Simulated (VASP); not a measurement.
A run of VASP 6.6.1:

Contents of INCAR:

```
SYSTEM = NaCl
PREC     = Accurate       ! precision mode
ENCUT    = 600            ! plane-wave cutoff, eV
EDIFF    = 1E-6           ! SCF threshold, eV
ISMEAR   = -1             ! smearing method
SIGMA    = 0.05           ! smearing width, eV
LREAL    = .FALSE.        ! projectors in reciprocal space
LASPH    = .TRUE.         ! aspherical terms in the spheres
NELM     = 80             ! most SCF steps
ALGO     = Normal         ! electronic algorithm
ISIF     = 3              ! what is computed and relaxed
LWAVE    = .FALSE.        ! write WAVECAR
LCHARG   = .FALSE.        ! write CHGCAR
GGA      = RE             ! functional
IBRION   = 2              ! ionic algorithm
NSW      = 60             ! ionic steps
EDIFFG   = -0.01          ! ionic threshold
```

File KPOINTS:

```
regular mesh
0
G
  8 8 8
  0 0 0
```

The input POSCAR:

```
NaCl
1.0
    3.5021900000      0.0000000000      0.0000000000
    0.0000000000      3.5021900000      0.0000000000
    0.0000000000      0.0000000000      3.5021900000
Cl Na
1 1
Direct
    0.5000000000      0.5000000000      0.5000000000
    0.0000000000      0.0000000000      0.0000000000
```

Potentials or basis: VASP PAW PBE potentials, release 64 (Cl, Na_pv).

Command:

```sh
$ cat potpaw_PBE.64/Cl/POTCAR potpaw_PBE.64/Na_pv/POTCAR > POTCAR
$ mpirun -np 1 vasp_std > vasp.out
```

Hardware: 1 thread of AMD EPYC 7R13 Processor (Zen 3) (shared host).

Task: How long does it take, and how much memory?

Result: It took 22 s on 1 thread of AMD EPYC 7R13 Processor (Zen 3) (shared host), peak memory 0.13 GiB. Counts: scf iterations 26, k points 35, ion steps 3.
